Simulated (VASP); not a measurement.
Al:

```
CELL_PARAMETERS angstrom
0.00000 2.02481 2.02481
2.02481 0.00000 2.02481
2.02481 2.02481 0.00000
ATOMIC_POSITIONS crystal
Al 0.00000 0.00000 0.00000
```

| Property | Result |
| --- | --- |
| Program | VASP 6.6.1 |
| Task | relaxation of cell and atoms |
| Functional | PBEsol |
| Potentials or basis | VASP PAW PBE potentials, release 64 (Al) |
| Cutoff | 600 eV |
| k mesh | 11 × 11 × 11 |
| Occupations | gaussian, width 0.05 eV |
| Spin | no spin polarisation |

At the start: pressure -1.9 GPa; volume 16.60 Å³/atom.

Problem. Where does the relaxation end?

Solution. Over 3 steps the energy falls by 2.4 meV/atom and the volume is 16.21 Å³/atom (-2.4 %); space group Fm-3m (No. 225, to 0.05 Å).

Step by step:
| step | energy change (eV) | largest force (eV/Å) | pressure (GPa) | volume (Å³) |
| --- | --- | --- | --- | --- |
| 1 | 0.0000 | 0.0000 | -1.90 | 16.60 |
| 2 | -0.0023 | 0.0000 | 0.38 | 16.13 |
| 3 | -0.0024 | 0.0000 | 0.00 | 16.21 |

Final structure:
```xyz
1
Lattice="0.0000 2.0086 2.0086 2.0086 0.0000 2.0086 2.0086 2.0086 0.0000" Properties=species:S:1:pos:R:3 pbc="T T T"
Al    0.0000    0.0000    0.0000
```

Caveat: the PAW data sets were made with another functional, which shifts forces and pressure a little.
